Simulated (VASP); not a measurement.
Ti2Te2Pt: single point with PBE

The system is Ti2Te2Pt.

```xyz
5
Lattice="5.0092 0.0000 0.0000 -2.5046 4.3381 0.0000 0.0000 0.0000 5.5052" Properties=species:S:1:pos:R:3 pbc="T T T"
Ti    0.0000    2.8920    5.2787
Ti    2.5046    1.4460    5.2787
Te    0.0000    2.8920    2.5265
Te    2.5046    1.4460    2.5265
Pt    0.0000    0.0000    5.2862
```

| Item | Value |
| --- | --- |
| Program | VASP 6.6.1 |
| Task | single point |
| Functional | PBE |
| Potentials or basis | VASP PAW PBE potentials, release 64 (Ti_sv, Te, Pt) |
| Cutoff | 520 eV |
| k mesh | 6 × 6 × 4 |
| Occupations | gaussian, width 0.1 eV |
| Spin | no spin polarisation |
| Dipole correction | no |
| Further INCAR settings | ALGO = Normal; EDIFF = 1e-07; NBANDS = 31 |

```yaml
Pressure: -0.2 GPa
Largest_force: 0.006 eV/Å
Band_gap_on_the_k_mesh: zero (band 23 reaches 7.59 eV, above the bottom of band 24 at 6.94 eV)
```

Forces in eV/Å, atoms in the order of the input:
```
Ti   0.000  0.000  0.006
Ti   0.000  0.000  0.006
Te   0.000  0.000 -0.004
Te   0.000  0.000 -0.004
Pt   0.000  0.000 -0.005
```

Stress tensor (GPa, compression positive):
```
-0.15  0.00  0.00
 0.00 -0.15  0.00
 0.00  0.00 -0.33
```

Levels at points of the mesh, in eV from the Fermi level:
```csv
k point,band 21,band 22,band 23,band 24,band 25,band 26
"(0.00, 0.00, 0.00)",-1.32,-0.95,-0.45,-0.45,0.43,0.43
"(0.50, 0.00, 0.00)",-0.98,-0.40,0.04,0.12,0.37,0.95
"(0.00, 0.00, 0.50)",-0.44,-0.44,-0.13,-0.13,0.24,0.24
"(0.50, 0.00, 0.50)",-1.24,-0.40,0.20,0.55,0.70,0.76
```

Wall time 57 s on 1 thread of Intel(R) Xeon(R) 6975P-C (Granite Rapids), on a shared host, peak memory 0.29 GiB.

Caveat: spin-orbit coupling is left out, which moves the levels of the heavy elements.
